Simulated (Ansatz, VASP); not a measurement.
**Ir2Rh3: VASP beside Ansatz**

```
Ir Rh
1.0
     2.73622    0.00000    0.00000
    -1.36811    2.36963    0.00000
     0.00000    0.00000   22.04597
Ir Rh
4 6
Cartesian
  0.0000 1.5798 20.9276
  0.0000 1.5798 3.3389
  1.3681 0.7899 18.7070
  1.3681 0.7899 1.1184
  0.0000 1.5798 16.5018
  0.0000 1.5798 7.7448
  0.0000 1.5798 12.1164
  1.3681 0.7899 5.5441
  1.3681 0.7899 9.9296
  1.3681 0.7899 14.3012
```

Alike in both runs: task single point; functional PBE; k mesh 6 × 6 × 1; occupations gaussian, width 0.1 eV; no spin polarisation.

|  | VASP | Ansatz |
| --- | --- | --- |
| version | VASP 6.6.1 | Ansatz 0.2.0 |
| potentials or method | VASP PAW PBE potentials, release 64 (Ir, Rh_pv), cutoff 520 eV | scalar-relativistic, plane waves, PAW |
| valence electrons in the cell | 126 | 170 |

Ansatz gave:

```
gap on the k mesh at the Fermi level (eV)                     : none
pressure (GPa)                                                : 0.5
traceless stress, the component that is largest in VASP (GPa) : -3.40
rms of the force components (eV/Å)                            : 0.031
```

Task: What did VASP give for the same quantities?

Result: gap on the k mesh at the Fermi level (eV): none; pressure (GPa): 0.7; traceless stress, the component that is largest in VASP (GPa): -3.32; rms of the force components (eV/Å): 0.024.

Atom by atom the forces differ by 0.008 eV/Å (rms over components). A gap of «none» marks a metal or a gap that the smearing closes. VASP's potentials hold 126 valence electrons a cell and Ansatz's 170, so a difference there can come from the potentials and not from the codes.

The k mesh is coarse, so the values compare programs but aren't converged. Neither program's run includes spin-orbit coupling.
